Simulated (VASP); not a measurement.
# Mo (Im-3m) in VASP: further runs, part 2 of 2

VASP 6.6.1.

## 5. Single point, LDA (volume scaled by 0.8)

The input, INCAR:

```
SYSTEM = Mo
PREC     = Accurate       ! precision mode
ENCUT    = 520            ! plane-wave cutoff, eV
EDIFF    = 1E-6           ! SCF threshold, eV
ISMEAR   = -1             ! smearing method
SIGMA    = 0.1            ! smearing width, eV
LREAL    = .FALSE.        ! projectors in reciprocal space
LASPH    = .TRUE.         ! aspherical terms in the spheres
NELM     = 80             ! most SCF steps
ALGO     = Normal         ! electronic algorithm
ISIF     = 2              ! what is computed and relaxed
LWAVE    = .FALSE.        ! write WAVECAR
LCHARG   = .TRUE.         ! write CHGCAR
GGA      = CA             ! functional
LELF     = .TRUE.         ! ELF
LVHAR    = .TRUE.       
NBANDS   = 13             ! bands
```

The input, KPOINTS:

```
Automatic mesh
0
G
  19 19 19
  0 0 0
```

The input, POSCAR:

```
Mo
1.0
   -1.4441408237      1.4441408237      1.4441408237
    1.4441408237     -1.4441408237      1.4441408237
    1.4441408237      1.4441408237     -1.4441408237
Mo
1
Direct
    0.0000000000      0.0000000000      0.0000000000
```

Potentials or basis: VASP PAW LDA potentials, release 64 (Mo_sv).

Run with:

```bash
cat potpaw_LDA.64/Mo_sv/POTCAR > POTCAR
mpirun -np 1 vasp_std > vasp.out
```

OUTCAR:

```text
SYSTEM = Mo
   PREC = Accurate
   ENCUT = 520
   EDIFF = 1E-6
   ISMEAR = -1
   LREAL = .FALSE.
   LASPH = .TRUE.
   NELM = 80
   ISIF = 2
   GGA = CA

 ion  position               nearest neighbor table
   1  0.000  0.000  0.000-

  LATTYP: Found a body centered cubic cell.
 ALAT       =     2.8882816474

  Lattice vectors:

 A1 = (  -1.4441408237,   1.4441408237,   1.4441408237)
 A2 = (   1.4441408237,  -1.4441408237,   1.4441408237)
 A3 = (   1.4441408237,   1.4441408237,  -1.4441408237)

Analysis of symmetry for initial positions (statically):
=====================================================================
 Subroutine PRICEL returns:
 Original cell was already a primitive cell.

 Routine SETGRP: Setting up the symmetry group for a
 body centered cubic supercell.

 Subroutine GETGRP returns: Found 48 space group operations
 (whereof 48 operations were pure point group operations)
 out of a pool of 48 trial point group operations.

The static configuration has the point symmetry O_h .

[... 165 lines left out ...]
  band No.  band energies     occupation
      1     -44.0739      2.00000
      2     -16.5584      2.00000
      3     -16.5584      2.00000
      4     -16.5584      2.00000
      5       9.3801      2.00000
      6      15.1587      2.00000
      7      15.1587      2.00000
      8      15.1587      2.00000
      9      19.2528      0.00000
     10      19.2528      0.00000
     11      32.1874      0.00000
     12      32.1874      0.00000
     13      32.1874      0.00000
[... 354 lines left out ...]
  band No.  band energies     occupation
      1     -43.4347      2.00000
      2     -19.1446      2.00000
      3     -17.4522      2.00000
      4     -16.7232      2.00000
      5      11.0303      2.00000
      6      12.7884      2.00000
      7      16.7686      1.98103
      8      19.0189      0.00000
      9      20.4879      0.00000
     10      23.0057      0.00000
     11      31.5936      0.00000
     12      34.6672      0.00000
     13      39.8874      0.00000

 [... further k-points ...]

------------------------ aborting loop because EDIFF is reached ----------------------------------------

  FORCE on cell =-STRESS in cart. coord.  units (eV):
  Direction    XX          YY          ZZ          XY          YZ          ZX
  --------------------------------------------------------------------------------------
  -------------------------------------------------------------------------------------
  Total        7.9280283      7.9280283      7.9280283      0.0000000      0.0000000     -0.0000000
  in kB     1054.3556982   1054.3556982   1054.3556982      0.0000000      0.0000000     -0.0000000
  external PRESSURE =    1054.3556982 kB  Pullay stress =       0.0000000 kB

 VOLUME and BASIS-vectors are now :
 -----------------------------------------------------------------------------
  energy-cutoff  :      520.00
  volume of cell :       12.05
      direct lattice vectors                 reciprocal lattice vectors
    -1.444140824  1.444140824  1.444140824     0.000000000  0.346226623  0.346226623
     1.444140824 -1.444140824  1.444140824     0.346226623  0.000000000  0.346226623
     1.444140824  1.444140824 -1.444140824     0.346226623  0.346226623  0.000000000

 POSITION                                       TOTAL-FORCE (eV/Angst)
 -----------------------------------------------------------------------------------
      0.00000      0.00000      0.00000        -0.000000      0.000000     -0.000000
 -----------------------------------------------------------------------------------
    total drift:                                0.000000     -0.000000     -0.000000

  FREE ENERGIE OF THE ION-ELECTRON SYSTEM (eV)
  ---------------------------------------------------
  free  energy   TOTEN  =       -11.3038923872 eV

  energy  without entropy=      -11.2824446595  energy(sigma->0) =      -11.29316852
```

OSZICAR:

```text
N       E                     dE             d eps       ncg     rms          rms(c)
DAV:   1     0.978890770116E+02    0.97889E+02   -0.79419E+03  5776   0.114E+03
DAV:   2    -0.106704412115E+02   -0.10856E+03   -0.10429E+03  6345   0.331E+02
DAV:   3    -0.118128046078E+02   -0.11424E+01   -0.11394E+01  6465   0.352E+01
DAV:   4    -0.118154092575E+02   -0.26046E-02   -0.26046E-02  6430   0.193E+00
DAV:   5    -0.118154235773E+02   -0.14320E-04   -0.14320E-04  6555   0.131E-01    0.284E+01
DAV:   6    -0.113974389471E+02    0.41798E+00   -0.39648E-01  5945   0.853E+00    0.112E+01
DAV:   7    -0.113084302537E+02    0.89009E-01   -0.12820E-01  6280   0.463E+00    0.933E-01
DAV:   8    -0.113038511287E+02    0.45791E-02   -0.52001E-03  5860   0.980E-01    0.163E-01
DAV:   9    -0.113038810154E+02   -0.29887E-04   -0.55629E-05  6830   0.845E-02    0.628E-02
DAV:  10    -0.113038924568E+02   -0.11441E-04   -0.87456E-06  6005   0.381E-02    0.662E-03
DAV:  11    -0.113038923872E+02    0.69585E-07   -0.41056E-07  3170   0.895E-03
   1 F= -.11303892E+02 E0= -.11293169E+02  d E =-.214477E-01
```

stdout:

```text
POSCAR found type information on POSCAR Mo
 POSCAR found :  1 types and       1 ions
 scaLAPACK will be used
 LDA part: xc-table for (Slater(with rela. corr.)+CA(PZ))
 , standard interpolation
 POSCAR, INCAR and KPOINTS ok, starting setup
 FFT: planning ... GRIDC
 FFT: planning ... GRID_SOFT
 FFT: planning ... GRID
 WAVECAR not read
 entering main loop
```

Run time: 15 s. Hardware: 1 thread of AMD EPYC 9R45 (Zen 5), shared host; peak memory 0.11 GiB.

Results:

```
Free energy            : -11.3039 eV
Pressure               : 105.4 GPa
Band gap on the k mesh : zero (band 7 reaches 22.59 eV, above the bottom of band 8 at 15.16 eV)
```

Levels at points of the mesh, in eV from the Fermi level:
| k point | band 4 | band 5 | band 6 | band 7 | band 8 | band 9 | band 10 | band 11 |
| --- | --- | --- | --- | --- | --- | --- | --- | --- |
| (0.00, 0.00, 0.00) | -33.79 | -7.85 | -2.07 | -2.07 | -2.07 | 2.02 | 2.02 | 14.95 |

## 6. Single point, LDA (volume scaled by 0.88)

The input, INCAR:

```
ALGO = Normal
EDIFF = 1E-6
ENCUT = 520
ISIF = 2
ISMEAR = -1
LASPH = T
LCHARG = T
LELF = T
LREAL = F
LVHAR = T
LWAVE = F
NBANDS = 13
NELM = 80
PREC = Accurate
SIGMA = 0.1
```

The input, KPOINTS:

```
k-points
0
Gamma
  19 19 19
```

The input, POSCAR:

```
Mo
1.0
   -1.4907578562      1.4907578562      1.4907578562
    1.4907578562     -1.4907578562      1.4907578562
    1.4907578562      1.4907578562     -1.4907578562
Mo
1
Direct
    0.0000000000      0.0000000000      0.0000000000
```

Potentials or basis: VASP PAW LDA potentials, release 64 (Mo_sv).

Run with:

```bash
cat potpaw_LDA.64/Mo_sv/POTCAR > POTCAR
mpirun -np 1 vasp_std > vasp.out
```

It took 15 s on 1 thread of AMD EPYC 9R45 (Zen 5), shared host; peak memory 0.11 GiB.

The run converged. Its results:

| Property | Result |
| --- | --- |
| Free energy | -11.8773 eV |
| Pressure | 50.5 GPa |
| Band gap on the k mesh | zero (band 7 reaches 20.12 eV, above the bottom of band 8 at 13.59 eV) |

Levels at points of the mesh, in eV from the Fermi level:
```tsv
k point	band 3	band 4	band 5	band 6	band 7	band 8	band 9	band 10	band 11	band 12
(0.00, 0.00, 0.00)	-34.02	-34.02	-7.70	-1.78	-1.78	-1.78	1.89	1.89	14.95	14.95
```

## 7. The runs side by side

```tsv
cell	gap on the mesh (eV)	pressure (GPa)
a = 2.208 Å, angles 109.5°, 1 atom	none	568.3
a = 2.322 Å, angles 109.5°, 1 atom	none	319.5
a = 2.415 Å, angles 109.5°, 1 atom	none	188.3
a = 2.501 Å, angles 109.5°, 1 atom	none	105.4
a = 2.582 Å, angles 109.5°, 1 atom	none	50.5
```

Alike in all rows: task single point; level LDA; potentials or basis VASP PAW LDA potentials, release 64 (Mo_sv); no spin polarisation; k mesh 19 × 19 × 19; cutoff (eV) 520; smearing fermi-dirac 0.1 eV.

Absolute energies hang on the potentials; compare differences alone.
